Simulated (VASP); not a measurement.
A run of VASP 6.6.1 is set up as follows.

INCAR

```
SYSTEM = Si
PREC = Accurate
ENCUT = 520
EDIFF = 1E-7
ISMEAR = 0
SIGMA = 0.03
LREAL = .FALSE.
LASPH = .TRUE.
NELM = 60
ALGO = Normal
ISIF = 2
LWAVE = .FALSE.
LCHARG = .FALSE.
NBANDS = 16
```

File KPOINTS:

```
regular mesh
0
G
  12 12 6
  0 0 0
```

Contents of POSCAR:

```
Si
1.0
    3.4978174985      0.0000000000      0.0000000000
   -1.7489087493      3.0291988115      0.0000000000
    0.0000000000      0.0000000000      6.2891200223
Si
4
Direct
    0.3333333333      0.6666666667      0.0630332891
    0.6666666667      0.3333333333      0.5630332891
    0.3333333333      0.6666666667      0.4369667109
    0.6666666667      0.3333333333      0.9369667109
```

Potentials or basis: VASP PAW LDA potentials, release 64 (Si).

Launch:

```console
$ cat potpaw_LDA.64/Si/POTCAR > POTCAR
$ mpirun -np 1 vasp_std > vasp.out
```

(1) Predict the largest force.

(2) What does it give for the band gap on the k mesh?

(3) What does it give for the pressure?

Results:

(1) 1.592 eV/Å.

(2) zero (bands 8 and 9 overlap by 0.14 eV).

(3) 23.9 GPa.

Caveat: the cell differs from its parent crystal (strain -0.080 along x and y, +0.000 along z); the stress differs along the axes, from 6 to 33 GPa; semilocal functionals underestimate gaps, and a narrow one can read as zero; forces of over 1 eV/Å act on the atoms, so gaps and moduli don't describe the material at rest.
